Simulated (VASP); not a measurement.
# TiAl (P-6m2) in VASP: notebook, part 2 of 2

VASP 6.6.1.

## (4) Single point, PBE

This run uses another cell than the first one, of 17.20 Å³/atom, 0.996 times its volume.

The input, INCAR:

```
SYSTEM = TiAl
PREC = Accurate ; ENCUT = 520
EDIFF = 1E-6 ; ISMEAR = 0
SIGMA = 0.15 ; LREAL = .False.
LASPH = .True. ; NELM = 100
ALGO = Normal ; ISIF = 2
LWAVE = .False. ; LCHARG = .False.
GGA = PE ; NBANDS = 14
```

The input, KPOINTS:

```
regular mesh
0
Gamma
  18 18 10
  0 0 0
```

The input, POSCAR:

```
TiAl
1.0
    2.9530000000      0.0000000000      0.0000000000
   -1.4765000000      2.5573730174      0.0000000000
    0.0000000000      0.0000000000      4.5554000000
Ti Al
1 1
Direct
    0.0000000000      0.0000000000      0.0000000000
    0.3333333333      0.6666666667      0.5000000000
```

Potentials or basis: VASP PAW PBE potentials, release 64 (Ti_sv, Al).

Started as:

```
$ cat potpaw_PBE.64/Ti_sv/POTCAR potpaw_PBE.64/Al/POTCAR > POTCAR
$ mpirun -np 1 vasp_std > vasp.out
```

OUTCAR:

```text
SYSTEM = TiAl
   PREC = Accurate
   ENCUT = 520
   EDIFF = 1E-6
   ISMEAR = 0
   LREAL = .False.
   LASPH = .True.
   NELM = 100
   ISIF = 2
   GGA = PE

 ion  position               nearest neighbor table
   1  0.000  0.000  0.000-   2 2.85   2 2.85   2 2.85   2 2.85   2 2.85   2 2.85
   2  0.333  0.667  0.500-   1 2.85   1 2.85   1 2.85   1 2.85   1 2.85   1 2.85

  LATTYP: Found a hexagonal cell.
 ALAT       =     2.9530000000
 C/A-ratio  =     1.5426346089

  Lattice vectors:

 A1 = (   2.9530000000,   0.0000000000,   0.0000000000)
 A2 = (  -1.4765000000,   2.5573730174,   0.0000000000)
 A3 = (   0.0000000000,   0.0000000000,   4.5554000000)

Analysis of symmetry for initial positions (statically):
=====================================================================
 Subroutine PRICEL returns:
 Original cell was already a primitive cell.

 Routine SETGRP: Setting up the symmetry group for a
 hexagonal supercell.

 Subroutine GETGRP returns: Found 12 space group operations
 (whereof 12 operations were pure point group operations)
 out of a pool of 24 trial point group operations.

The static configuration has the point symmetry D_3h.

Analysis of symmetry for dynamics (positions and initial velocities):
=====================================================================
 Subroutine PRICEL returns:
 Original cell was already a primitive cell.

 Routine SETGRP: Setting up the symmetry group for a
 hexagonal supercell.

 Subroutine GETGRP returns: Found 12 space group operations
 (whereof 12 operations were pure point group operations)
 out of a pool of 24 trial point group operations.

The dynamic configuration has the point symmetry D_3h.

 Subroutine INISYM returns: Found 12 space group operations
 (whereof 12 operations are pure point group operations),
 and found     1 'primitive' translations

----------------------------------------------------------------------------------------

                                     Primitive cell

  volume of cell :      34.4020
[... 119 lines left out ...]
   LRPA    =     F    only Hartree local field effects (RPA)
 non-spin polarized calculation
 Gauss-broadening in eV      SIGMA  =   0.15
  energy-cutoff  :      520.00
  volume of cell :       34.40
 maximum number of plane-waves:       953
 NGX is ok and might be reduce to    24
   NGX = 11   NGY = 11   NGZ = 17

 number of electron      15.0000001 magnetization

 Free energy of the ion-electron system (eV)
  ---------------------------------------------------
  ext. energy  EPLUGINS =         0.00000000
  ---------------------------------------------------
  free energy    TOTEN  =       -12.07507078 eV

  energy without entropy =      -12.04357211  energy(sigma->0) =      -12.05932145

 E-fermi :   7.5025     XC(G=0): -10.7979

 val. band max:        7.5024881153   @ k =   0.3889   0.1111   0.4000
 cond. band min:       7.5040133831   @ k =   0.3333   0.2778   0.3000
 fundamental gap:      0.0015252677
 Fermi energy:         7.5025195939

 k-point     1 :       0.0000    0.0000    0.0000
  band No.  band energies     occupation
      1     -49.1254      2.00000
      2     -25.4404      2.00000
      3     -25.0998      2.00000
      4     -25.0998      2.00000
      5      -1.1643      2.00000
      6       5.4667      2.00000
      7       6.1328      2.00000
      8       8.6891      0.00000
      9       8.6891      0.00000
     10       9.9927      0.00000
     11       9.9927      0.00000
     12      11.8627      0.00000
     13      19.5139      0.00000
     14      19.5139      0.00000
[... 377 lines left out ...]
      1     -49.0589      2.00000
      2     -25.5064      2.00000
      3     -25.3710      2.00000
      4     -25.2296      2.00000
      5       3.2917      2.00000
      6       5.4184      2.00000
      7       6.2310      2.00000
      8       6.8105      2.00000
      9       8.9489      0.00000
     10      10.4577      0.00000
     11      11.3886      0.00000
     12      12.2605      0.00000
     13      12.7946      0.00000
     14      13.7493      0.00000

 [... further k-points ...]

------------------------ aborting loop because EDIFF is reached ----------------------------------------

  FORCE on cell =-STRESS in cart. coord.  units (eV):
  Direction    XX          YY          ZZ          XY          YZ          ZX
  --------------------------------------------------------------------------------------
  -------------------------------------------------------------------------------------
  Total       -0.8402079     -0.8402079      0.1809496      0.0000000      0.0000000     -0.0000000
  in kB      -39.1303133    -39.1303133      8.4272157      0.0000000      0.0000000     -0.0000000
  external PRESSURE =     -23.2778036 kB  Pullay stress =       0.0000000 kB

 VOLUME and BASIS-vectors are now :
 -----------------------------------------------------------------------------
  energy-cutoff  :      520.00
  volume of cell :       34.40
      direct lattice vectors                 reciprocal lattice vectors
     2.953000000  0.000000000  0.000000000     0.338638673  0.195513129  0.000000000
    -1.476500000  2.557373017  0.000000000     0.000000000  0.391026257  0.000000000
     0.000000000  0.000000000  4.555400000     0.000000000  0.000000000  0.219519691

 POSITION                                       TOTAL-FORCE (eV/Angst)
 -----------------------------------------------------------------------------------
      0.00000      0.00000      0.00000        -0.000000      0.000000      0.000000
     -0.00000      1.70492      2.27770         0.000000      0.000000      0.000000
 -----------------------------------------------------------------------------------
    total drift:                                0.000000     -0.000000      0.000000

  FREE ENERGIE OF THE ION-ELECTRON SYSTEM (eV)
  ---------------------------------------------------
  free  energy   TOTEN  =       -12.0750707835 eV

  energy  without entropy=      -12.0435721127  energy(sigma->0) =      -12.05932145
```

stdout:

```text
POSCAR found type information on POSCAR TiAl
 POSCAR found :  2 types and       2 ions
 scaLAPACK will be used
 LDA part: xc-table for (Slater+PW92), standard interpolation
 POSCAR, INCAR and KPOINTS ok, starting setup
 FFT: planning ... GRIDC
 FFT: planning ... GRID_SOFT
 FFT: planning ... GRID
 WAVECAR not read
 entering main loop
```

Run time: 33 s. Hardware: 1 thread of Intel Xeon 6975P-C (Granite Rapids), shared host; peak memory 0.24 GiB.

What came out:

| Property | Result |
| --- | --- |
| Free energy | -12.0751 eV |
| Pressure | -2.3 GPa |

## (5) Summary

```tsv
cell	gap on the mesh (eV)	pressure (GPa)
a = 2.845, b = 2.845, c = 4.927 Å, angles 90.0, 90.0, 120.0°, 2 atoms	none	-3.6
a = 2.881, b = 2.881, c = 4.788 Å, angles 90.0, 90.0, 120.0°, 2 atoms	none	-3.2
a = 2.953, b = 2.953, c = 4.555 Å, angles 90.0, 90.0, 120.0°, 2 atoms	none	-2.3
```

Alike in all rows: task single point; level PBE; potentials or basis VASP PAW PBE potentials, release 64 (Ti_sv, Al); no spin polarisation; k mesh 18 × 18 × 10; cutoff (eV) 520; smearing gaussian 0.15 eV.

Absolute energies hang on the potentials; compare differences alone.
